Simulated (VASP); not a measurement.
**Ge: relaxation of cell and atoms with PBE**

Ge:

```
Ge
1.0
     2.42997    0.00000    0.00000
     0.00000    2.42997    0.00000
     0.00000    0.00000    2.42997
Ge
1
Direct
  0.00000 0.00000 0.00000
```

```yaml
Program: VASP 6.6.1
Task: relaxation of cell and atoms
Functional: PBE
Potentials_or_basis: VASP PAW PBE potentials, release 64 (Ge_d)
Cutoff: 600 eV
k_mesh: 16 × 16 × 16
Occupations: fermi-dirac, width 0.08 eV
Spin: no spin polarisation
Target_pressure: 48 GPa
Dipole_correction: no
Further_INCAR_settings: ALGO = Normal; EDIFF = 1e-06; IBRION = 2; EDIFFG = -0.005; NSW = 32; ISIF = 3
```

* Relaxed volume: 14.36 Å³/atom
* Relaxed cell: a = 2.430 Å, b = 2.430 Å, c = 2.430 Å, α = 90.00°, β = 90.00°, γ = 90.00°
* Space group after relaxing (to 0.05 Å): Pm-3m (No. 221)
* Energy change on relaxing (the enthalpy is what falls): -2.2 meV/atom
* Ionic steps: 3
* Pressure after relaxing: 48.0 GPa
* Band gap on the k mesh: zero (band 7 reaches 18.38 eV, above the bottom of band 8 at 6.18 eV)

The path:
```csv
step,energy change (eV),largest force (eV/Å),pressure (GPa),volume (Å³)
1,0.0000,0.0000,48.16,14.35
2,-0.0089,0.0000,47.68,14.38
3,-0.0022,0.0000,47.97,14.36
```

Final structure:
```yaml
crystal:
  lattice:
    - [2.43038, 0.00000, 0.00000]
    - [0.00000, 2.43038, 0.00000]
    - [0.00000, 0.00000, 2.43038]
  atoms:
    - { symbol: Ge, position: [0.00000, 0.00000, 0.00000] }
```

Levels at points of the mesh, in eV from the Fermi level:
| k point | band 4 | band 5 | band 6 | band 7 | band 8 | band 9 | band 10 | band 11 |
| --- | --- | --- | --- | --- | --- | --- | --- | --- |
| (0.00, 0.00, 0.00) | -24.60 | -24.60 | -15.80 | 8.49 | 8.49 | 8.49 | 11.42 | 11.42 |
| (0.50, 0.00, 0.00) | -24.77 | -24.59 | -10.26 | -7.97 | 12.93 | 12.93 | 15.80 | 17.77 |
| (0.50, 0.50, 0.00) | -24.74 | -24.44 | -4.24 | -3.71 | -3.71 | 2.30 | 17.66 | 22.41 |
| (0.50, 0.50, 0.50) | -24.43 | -24.43 | 0.41 | 0.41 | 0.41 | 3.39 | 7.10 | 7.10 |

Wall time 40 s on 1 thread of Intel(R) Xeon(R) Platinum 8175M CPU @ 2.50GHz (Skylake/Cascade Lake), on a shared host, peak memory 0.15 GiB.

Caveat: the cell is relaxed towards a set pressure, so the enthalpy falls and the energy may rise.
